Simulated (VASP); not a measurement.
The system is Ga2P3.

```
CELL_PARAMETERS angstrom
4.62216 0.00000 0.00000
0.00000 4.62216 0.00000
0.00000 0.00000 4.62216
ATOMIC_POSITIONS crystal
Ga 0.00000 0.00000 0.00000
Ga 0.50000 0.50000 0.50000
P 0.00000 0.50000 0.50000
P 0.50000 0.00000 0.50000
P 0.50000 0.50000 0.00000
```

The cell was built from a structure type or drawn by symmetry, and may not be a known phase.

* Program: VASP 6.6.1
* Task: relaxation of cell and atoms
* Functional: PBE
* Potentials or basis: VASP PAW PBE potentials, release 64 (Ga_d, P)
* Cutoff: 600 eV
* k mesh: 4 × 4 × 4
* Occupations: gaussian, width 0.1 eV
* Spin: no spin polarisation

At the start: pressure 3.5 GPa; volume 19.75 Å³/atom.

Q: Where does the relaxation end?

A: Over 3 steps the energy falls by 10.9 meV/atom and the volume is 20.80 Å³/atom (+5.3 %); space group Pm-3m (No. 221, to 0.1 Å) before and after.

The path:
```csv
step,energy change (eV),largest force (eV/Å),pressure (GPa),volume (Å³)
1,0.0000,0.0000,3.45,98.75
2,-0.0533,0.0000,-0.54,104.95
3,-0.0545,0.0000,0.05,104.02
```

Final structure:
```
Ga P
1.0
     4.70292    0.00000    0.00000
     0.00000    4.70292    0.00000
     0.00000    0.00000    4.70292
Ga P
2 3
Direct
  0.00000 0.00000 0.00000
  0.50000 0.50000 0.50000
  0.00000 0.50000 0.50000
  0.50000 0.00000 0.50000
  0.50000 0.50000 0.00000
```
